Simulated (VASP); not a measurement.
# HW8C8Cl in VASP: single point with PBE+D3(BJ)

Aim: the single point of HW8C8Cl with PBE+D3(BJ).

Everything below comes from runs of VASP 6.6.1. Logs are shortened: lines on timing, memory, paths and dates and some standing lists are left out, and cuts for length are marked.

**1. The cell of the first run**

The cell holds a slab with vacuum, 18 atoms: a = 5.749 Å, b = 5.749 Å, c = 17.225 Å, α = 90.00°, β = 90.00°, γ = 120.00°.

**2. Single point, PBE+D3(BJ)**

INCAR reads:

```
SYSTEM = HW8C8Cl
PREC = Accurate
ENCUT = 520
EDIFF = 1E-7
ISMEAR = -1
SIGMA = 0.05
LREAL = Auto
LASPH = .TRUE.
NELM = 100
ALGO = Normal
ISIF = 2
LWAVE = .FALSE.
LCHARG = .FALSE.
GGA = PE
IVDW = 12
NBANDS = 91
```

KPOINTS reads:

```
regular mesh
0
G
  5 5 1
  0 0 0
```

POSCAR reads:

```
HW8C8Cl
1.0
    5.7490599954      0.0000000000      0.0000000000
   -2.8745299977      4.9788320039      0.0000000000
    0.0000000000      0.0000000000     17.2248850000
W C Cl H
8 8 1 1
Direct
    0.0000000000      0.0000000000      0.0580555400
    0.0000436596     -0.0000436596      0.2232980400
    0.0000000000      0.5000000000      0.0580555400
    0.0000436596      0.5000873191      0.2232980400
    0.5000000000      0.0000000000      0.0580555400
    0.4999126809     -0.0000436596      0.2232980400
    0.5000000000      0.5000000000      0.0580555400
    0.5000000000      0.5000000000      0.2263845314
    0.3341049785      0.1682099570      0.1350165363
    0.3297267605      0.1594535209      0.2921897303
    0.3341049785      0.6658950215      0.1350165363
    0.3297267605      0.6702732395      0.2921897303
    0.8333333333      0.1666666667      0.1364384694
    0.8333333333      0.1666666667      0.2974649168
    0.8317900430      0.6658950215      0.1350165363
    0.8405464791      0.6702732395      0.2921897303
    0.8333333333      0.1666666667      0.3966503189
    1.1666666667      0.8333333333      0.3047082733
```

Potentials or basis: VASP PAW PBE potentials, release 64 (W_sv, C, Cl, H).

Command:

```console
$ cat potpaw_PBE.64/W_sv/POTCAR potpaw_PBE.64/C/POTCAR potpaw_PBE.64/Cl/POTCAR potpaw_PBE.64/H/POTCAR > POTCAR
$ mpirun -np 1 vasp_std > vasp.out
```

OUTCAR:

```text
SYSTEM = HW8C8Cl
   PREC = Accurate
   ENCUT = 520
   EDIFF = 1E-7
   ISMEAR = -1
   LREAL = Auto
   LASPH = .TRUE.
   NELM = 100
   ISIF = 2
   GGA = PE
   IVDW = 12
 IVDW          = 12

 ion  position               nearest neighbor table
   1  0.000  0.000  0.058-   9 2.13  15 2.13  13 2.14   2 2.85   5 2.87   5 2.87   3 2.87   3 2.87
                             7 2.87   7 2.87
   2  0.000  1.000  0.223-  10 2.03  16 2.03  14 2.09  18 2.17  13 2.23   9 2.25  15 2.25   1 2.85
                             6 2.87   4 2.87   8 2.88   8 2.88   6 2.88   4 2.88
   3  0.000  0.500  0.058-  11 2.13  15 2.13  13 2.14   4 2.85   7 2.87   7 2.87   5 2.87   1 2.87
                             1 2.87   5 2.87
   4  0.000  0.500  0.223-  12 2.03  16 2.03  14 2.09  18 2.17  13 2.23  11 2.25  15 2.25   3 2.85
                             6 2.87   2 2.87   8 2.88   8 2.88   2 2.88   6 2.88
   5  0.500  0.000  0.058-   9 2.13  11 2.13  13 2.14   6 2.85   1 2.87   1 2.87   3 2.87   7 2.87
                             7 2.87   3 2.87
   6  0.500  1.000  0.223-  10 2.03  12 2.03  14 2.09  18 2.17  13 2.23  11 2.25   9 2.25   5 2.85
                             2 2.87   4 2.87   8 2.88   8 2.88   2 2.88   4 2.88
   7  0.500  0.500  0.058-  11 2.12  15 2.12   9 2.12   3 2.87   3 2.87   1 2.87   5 2.87   5 2.87
                             1 2.87   8 2.90
   8  0.500  0.500  0.226-  12 2.04  16 2.04  10 2.04  15 2.28  11 2.28   9 2.28   4 2.88   6 2.88
                             2 2.88   2 2.88   4 2.88   6 2.88   7 2.90
   9  0.334  0.168  0.135-   7 2.12   5 2.13   1 2.13   2 2.25   6 2.25   8 2.28
  10  0.330  0.159  0.292-   2 2.03   6 2.03   8 2.04
  11  0.334  0.666  0.135-   7 2.12   3 2.13   5 2.13   4 2.25   6 2.25   8 2.28
  12  0.330  0.670  0.292-   4 2.03   6 2.03   8 2.04
  13  0.833  0.167  0.136-   5 2.14   3 2.14   1 2.14   6 2.23   4 2.23   2 2.23
  14  0.833  0.167  0.297-  17 1.71   6 2.09   4 2.09   2 2.09
  15  0.832  0.666  0.135-   7 2.12   3 2.13   1 2.13   2 2.25   4 2.25   8 2.28
  16  0.841  0.670  0.292-   4 2.03   2 2.03   8 2.04
  17  0.833  0.167  0.397-  14 1.71
  18  0.167  0.833  0.305-   2 2.17   6 2.17   4 2.17

  LATTYP: Found a hexagonal cell.
 ALAT       =     5.7490599954
 C/A-ratio  =     2.9961219771

  Lattice vectors:

 A1 = (   5.7490599954,   0.0000000000,   0.0000000000)
 A2 = (  -2.8745299977,   4.9788320039,   0.0000000000)
 A3 = (   0.0000000000,   0.0000000000,  17.2248850000)

Analysis of symmetry for initial positions (statically):
=====================================================================
 Subroutine PRICEL returns:
 Original cell was already a primitive cell.

 Routine SETGRP: Setting up the symmetry group for a
 hexagonal supercell.

 Subroutine GETGRP returns: Found  6 space group operations
 (whereof  2 operations were pure point group operations)
 out of a pool of 24 trial point group operations.

The static configuration has the point symmetry C_1h.
 The point group associated with its full space group is C_3v.

Analysis of symmetry for dynamics (positions and initial velocities):
=====================================================================
 Subroutine PRICEL returns:
 Original cell was already a primitive cell.

 Routine SETGRP: Setting up the symmetry group for a
 hexagonal supercell.

 Subroutine GETGRP returns: Found  6 space group operations
 (whereof  2 operations were pure point group operations)
 out of a pool of 24 trial point group operations.

The dynamic configuration has the point symmetry C_1h.
 The point group associated with its full space group is C_3v.

 Subroutine INISYM returns: Found  6 space group operations
 (whereof  2 operations are pure point group operations),
 and found     1 'primitive' translations

----------------------------------------------------------------------------------------

                                     Primitive cell

  volume of cell :     493.0383

  direct lattice vectors                    reciprocal lattice vectors
     5.749059995  0.000000000  0.000000000     0.173941479  0.100425160  0.000000000
    -2.874529998  4.978832004  0.000000000     0.000000000  0.200850320  0.000000000
     0.000000000  0.000000000 17.224885000     0.000000000  0.000000000  0.058055540

  length of vectors
     5.749059995  5.749059995 17.224885000     0.200850320  0.200850320  0.058055540

  position of ions in fractional coordinates (direct lattice)
     0.000000000  0.000000000  0.058055540
     0.000043660  0.999956340  0.223298040
     0.000000000  0.500000000  0.058055540
     0.000043660  0.500087319  0.223298040
     0.500000000  0.000000000  0.058055540
     0.499912681  0.999956340  0.223298040
[... 10 lines left out ...]
     0.833333333  0.166666667  0.396650319
     0.166666667  0.833333333  0.304708273

  ion indices of the primitive-cell ions
   primitive index   ion index
                 1           1
                 2           2
                 3           3
                 4           4
                 5           5
                 6           6
[... 10 lines left out ...]
                17          17
                18          18

----------------------------------------------------------------------------------------

 KPOINTS: regular mesh

Automatic generation of k-mesh.
 Grid dimensions read from file:
 generate k-points for:    5    5    1

 Generating k-lattice:

  Cartesian coordinates                     Fractional coordinates (reciprocal lattice)
     0.034788296  0.020085032  0.000000000     0.200000000 -0.000000000  0.000000000
     0.000000000  0.040170064  0.000000000     0.000000000  0.200000000  0.000000000
     0.000000000  0.000000000  0.058055540     0.000000000  0.000000000  1.000000000

  Length of vectors
     0.040170064  0.040170064  0.058055540

  Shift w.r.t. Gamma in fractional coordinates (k-lattice)
     0.000000000  0.000000000  0.000000000

 Subroutine IBZKPT returns following result:
 ===========================================

 Found      5 irreducible k-points:

 Following reciprocal coordinates:
            Coordinates               Weight
  0.000000  0.000000  0.000000      1.000000
  0.200000 -0.000000  0.000000      6.000000
  0.400000 -0.000000  0.000000      6.000000
  0.200000  0.200000  0.000000      6.000000
  0.400000  0.200000  0.000000      6.000000
   k-points           NKPTS =      5   k-points in BZ     NKDIM =      5   number of bands    NBANDS=     91
   number of dos      NEDOS =    301   number of ions     NIONS =     18
   total plane-waves  NPLWV = 294912
   dimension x,y,z NGX =    48 NGY =   48 NGZ =  128
   dimension x,y,z NGXF=    96 NGYF=   96 NGZF=  256
   ions per type =               8   8   1   1
   NGX,Y,Z   is equivalent  to a cutoff of  13.88, 13.88, 12.35 a.u.
   NGXF,Y,Z  is equivalent  to a cutoff of  27.76, 27.76, 24.71 a.u.
 SYSTEM =  HW8C8Cl
   PREC   = accura    normal or accurate (medium, high low for compatibility)
   ISTART =      0    job   : 0-new  1-cont  2-samecut
   ICHARG =      2    charge: 1-file 2-atom 10-const
   ISPIN  =      1    spin polarized calculation?
   LNONCOLLINEAR =      F non collinear calculations
   LSORBIT =      F    spin-orbit coupling
   LASPH  =      T    aspherical Exc in radial PAW
   ENCUT  =  520.0 eV  38.22 Ry    6.18 a.u.  10.69 10.69 32.03*2*pi/ulx,y,z
   NELM   =    100;   NELMIN=  2; NELMDL= -5     # of ELM steps
   EDIFF  = 0.1E-06   stopping-criterion for ELM
   LREAL  =      T    real-space projection
   EDIFFG = 0.1E-05   stopping-criterion for IOM
   NSW    =      0    number of steps for IOM
   IBRION =     -1    ionic relax: 0-MD 1-quasi-New 2-CG
   NFREE  =      0    steps in history (QN), initial steepest desc. (CG)
   ISIF   =      2    stress and relaxation
   ISYM   =      2    0-nonsym 1-usesym 2-fastsym
   POTIM  = 0.5000    time-step for ionic-motion
   TEBEG  =    0.0;   TEEND  =   0.0 temperature during run
   PSTRESS=    0.0 pullay stress
   NELECT =     152.0000    total number of electrons
   NUPDOWN=      -1.0000    fix difference up-down
   EMIN   =  10.00;   EMAX   =-10.00  energy-range for DOS
   EFERMI =   0.00;   METHOD = LEGACY
   ISMEAR =    -1;   SIGMA  =   0.05  broadening in eV -4-tet -1-fermi 0-gaus
   EFERMI_NEDOS =   21; number of points for ismear=-14 and -15
   IALGO  =     38    algorithm
   IMIX   =      4    mixing-type and parameters
     AMIX     =   0.40;   BMIX     =  1.00
     AMIX_MAG =   1.60;   BMIX_MAG =  1.00
  volume/ion in A,a.u.               =      27.39       184.84
  Fermi-wavevector in a.u.,A,eV,Ry     =   1.105934  2.089912 16.641145  1.223090
  Thomas-Fermi vector in A             =   2.242428
   LORBIT       =      0    0 simple, 1 ext, 2 COOP (PROOUT), +10 PAW based schemes
   GGA     = PE    functional components
   LHFCALC =     F    Hartree Fock is set to
   AEXX    =    0.0000 exact exchange contribution
   IVDW    =    12    specifies the selected vdW correction
   LEPSILON=     F    determine dielectric tensor
   LRPA    =     F    only Hartree local field effects (RPA)
 non-spin polarized calculation
  energy-cutoff  :      520.00
  volume of cell :      493.04
 maximum number of plane-waves:     13301
 NGX is ok and might be reduce to    48
   NGX = 21   NGY = 21   NGZ = 65

 number of electron     151.9999977 magnetization

 Free energy of the ion-electron system (eV)
  ---------------------------------------------------
  ext. energy  EPLUGINS =         0.00000000
  ---------------------------------------------------
  free energy    TOTEN  =      -168.23446945 eV

  energy without entropy =     -168.17871395  energy(sigma->0) =     -168.20659170

 E-fermi :   0.7147     XC(G=0):  -6.2356

 val. band max:        0.7118874201   @ k =   0.2000  -0.0000   0.0000
 cond. band min:       0.7329863269   @ k =   0.2000  -0.0000   0.0000
 fundamental gap:      0.0210989069
 Fermi energy:         0.7147400479

 k-point     1 :       0.0000    0.0000    0.0000
  band No.  band energies     occupation
      1     -73.4182      2.00000
      2     -73.2749      2.00000
      3     -73.2401      2.00000
      4     -73.2287      2.00000
      5     -73.2287      2.00000
      6     -73.1777      2.00000
[... 80 lines left out ...]
     87       4.0282      0.00000
     88       4.0282      0.00000

 k-point     2 :       0.2000   -0.0000    0.0000
  band No.  band energies     occupation
      1     -73.4166      2.00000
      2     -73.2721      2.00000
      3     -73.2342      2.00000
      4     -73.2329      2.00000
      5     -73.2287      2.00000
      6     -73.1828      2.00000
[... 80 lines left out ...]
     87       3.6893      0.00000
     88       3.8443      0.00000

 k-point     3 :       0.4000   -0.0000    0.0000
  band No.  band energies     occupation
      1     -73.4140      2.00000
      2     -73.2654      2.00000
      3     -73.2423      2.00000
      4     -73.2287      2.00000
      5     -73.2183      2.00000
      6     -73.1983      2.00000
[... 80 lines left out ...]
     87       3.0684      0.00000
     88       3.5389      0.00000

 k-point     4 :       0.2000    0.2000    0.0000
  band No.  band energies     occupation
      1     -73.4145      2.00000
      2     -73.2668      2.00000
      3     -73.2407      2.00000
      4     -73.2283      2.00000
      5     -73.2231      2.00000
      6     -73.1889      2.00000
[... 80 lines left out ...]
     87       3.2591      0.00000
     88       3.7340      0.00000

 k-point     5 :       0.4000    0.2000    0.0000
  band No.  band energies     occupation
      1     -73.4132      2.00000
      2     -73.2603      2.00000
      3     -73.2489      2.00000
      4     -73.2279      2.00000
      5     -73.2071      2.00000
      6     -73.2036      2.00000
[... 80 lines left out ...]
     87       2.9425      0.00000
     88       3.1380      0.00000
 [bands above 88 left out]

------------------------ aborting loop because EDIFF is reached ----------------------------------------

 Edisp (eV)   -5.15240

 E8    (eV) :    -2.3991

  FORCE on cell =-STRESS in cart. coord.  units (eV):
  Direction    XX          YY          ZZ          XY          YZ          ZX
  --------------------------------------------------------------------------------------
  -------------------------------------------------------------------------------------
  Total       9.15622     9.15622     0.57372    -0.00000     0.00000     0.00000
  in kB      29.75405    29.75405     1.86435    -0.00000     0.00000     0.00000
  external pressure =       20.46 kB  Pullay stress =        0.00 kB

 VOLUME and BASIS-vectors are now :
 -----------------------------------------------------------------------------
  energy-cutoff  :      520.00
  volume of cell :      493.04
      direct lattice vectors                 reciprocal lattice vectors
     5.749059995  0.000000000  0.000000000     0.173941479  0.100425160  0.000000000
    -2.874529998  4.978832004  0.000000000     0.000000000  0.200850320  0.000000000
     0.000000000  0.000000000 17.224885000     0.000000000  0.000000000  0.058055540

 POSITION                                       TOTAL-FORCE (eV/Angst)
 -----------------------------------------------------------------------------------
      0.00000      0.00000      1.00000        -0.062335      0.035989     -0.064040
     -2.87415      4.97861      3.84628        -0.012332      0.007120     -0.015997
     -1.43726      2.48942      1.00000         0.000000     -0.071978     -0.064040
     -1.43726      2.48985      3.84628         0.000000     -0.014240     -0.015997
      2.87453      0.00000      1.00000         0.062335      0.035989     -0.064040
     -0.00038      4.97861      3.84628         0.012332      0.007120     -0.015997
[... 10 lines left out ...]
      4.31179      0.82981      6.83226         0.000000      0.000000     -0.120437
     -1.43726      4.14903      5.24856         0.000000      0.000000      0.004811
 -----------------------------------------------------------------------------------
    total drift:                               -0.000004      0.000002      0.049057

  FREE ENERGIE OF THE ION-ELECTRON SYSTEM (eV)
  ---------------------------------------------------
  free  energy   TOTEN  =      -173.3868718105 eV

  energy  without entropy=     -173.3311163086  energy(sigma->0) =     -173.35899406
```

Wall time 11 min (1 thread of AMD EPYC 7R13 (Zen 3), shared host); peak memory 0.66 GiB.

Results:

```
Free energy                : -173.3869 eV
Largest force              : 0.171 eV/Å
Band gap on the k mesh     : zero (bands 76 and 77 overlap by 0.56 eV)
Dispersion energy per atom : -0.286 eV
```

Forces in eV/Å, atoms in the order of the input:
```
W   -0.062  0.036 -0.064
W   -0.012  0.007 -0.016
W    0.000 -0.072 -0.064
W    0.000 -0.014 -0.016
W    0.062  0.036 -0.064
W    0.012  0.007 -0.016
W    0.000  0.000 -0.063
W    0.000  0.000 -0.034
C    0.000  0.003  0.010
C    0.000  0.004  0.082
C    0.003 -0.002  0.010
C    0.004 -0.002  0.082
C    0.000  0.000  0.007
C    0.000  0.000  0.171
C   -0.003 -0.002  0.010
C   -0.004 -0.002  0.082
Cl   0.000  0.000 -0.120
H    0.000  0.000  0.005
```

Caveat: spin-orbit coupling is left out, which moves the levels of the heavy elements.
